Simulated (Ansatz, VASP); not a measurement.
This is a calculation of Ge for VASP 6.6.1.

Contents of INCAR:

```
SYSTEM = Ge
ALGO = Normal
EDIFF = 1E-7
ENCUT = 520
GGA = PS
ISIF = 2
ISMEAR = -1
LASPH = .TRUE.
LCHARG = .FALSE.
LREAL = .FALSE.
LWAVE = .FALSE.
NBANDS = 21
NELM = 60
PREC = Accurate
SIGMA = 0.05
```

KPOINTS

```
k-points
0
G
  11 11 11
  0 0 0
```

The input POSCAR:

```
Ge
1.0
   -2.5448496043      2.7028539053      1.4651295863
    2.5448496043     -2.7028539053      1.4651295863
    2.5448496043      2.7028539053     -1.4651295863
Ge
2
Direct
    0.3140570000      0.0640570000      0.2500000000
    0.6859430000      0.9359430000      0.7500000000
```

Potentials or basis: VASP PAW PBE potentials, release 64 (Ge_d).

Launch:

```bash
$ cat potpaw_PBE.64/Ge_d/POTCAR > POTCAR
$ mpirun -np 1 vasp_std > vasp.out
```

Q: Set up the same calculation for Ansatz 0.2.0. Potentials there: Ansatz PAW.

A: As run (the cutoff follows the program's own potentials):

File input.yaml:

```yaml
crystal:
  lattice:
    - [-2.5448496043, 2.7028539053, 1.4651295863]
    - [2.5448496043, -2.7028539053, 1.4651295863]
    - [2.5448496043, 2.7028539053, -1.4651295863]
  atoms:
    - { symbol: Ge, position: [0.314057, 0.064057, 0.25] }
    - { symbol: Ge, position: [0.685943, 0.935943, 0.75] }
hamiltonian:
  xc: pbesol
  pseudopotentials: { kind: paw }
kpoints:
  mp_grid: { grid: [11, 11, 11] }
scf:
  occupations: { method: fermi_dirac, width: 0.05 }
output:
  forces: true
  stress: true
  eigenvalues: true
```

Potentials or basis: Ansatz PAW.

Launch:

```sh
$ ansatz run input.yaml --threads 2 --pin off --max-ram 5632MiB --backend cpu --events-out ev --progress --plain --runs-dir out
```

Both were run:

|  | VASP | Ansatz | Ansatz less VASP |
| --- | --- | --- | --- |
| gap on the k mesh at the Fermi level (eV) | none | none | - |
| pressure (GPa) | -5.9 | -5.9 | +0.08 |
| traceless stress, the component that is largest in VASP (GPa) | 0.93 | 0.93 | 0.000 |
| rms of the force components (eV/Å) | 0.035 | 0.035 | -0.0005 |

VASP's potentials were made for PBE, not for PBEsol. Atom by atom the forces differ by 0.000 eV/Å (rms over components). A gap of «none» marks a metal or a gap that the smearing closes. With one functional, cell and mesh, what is left measures potentials, basis and numerics.
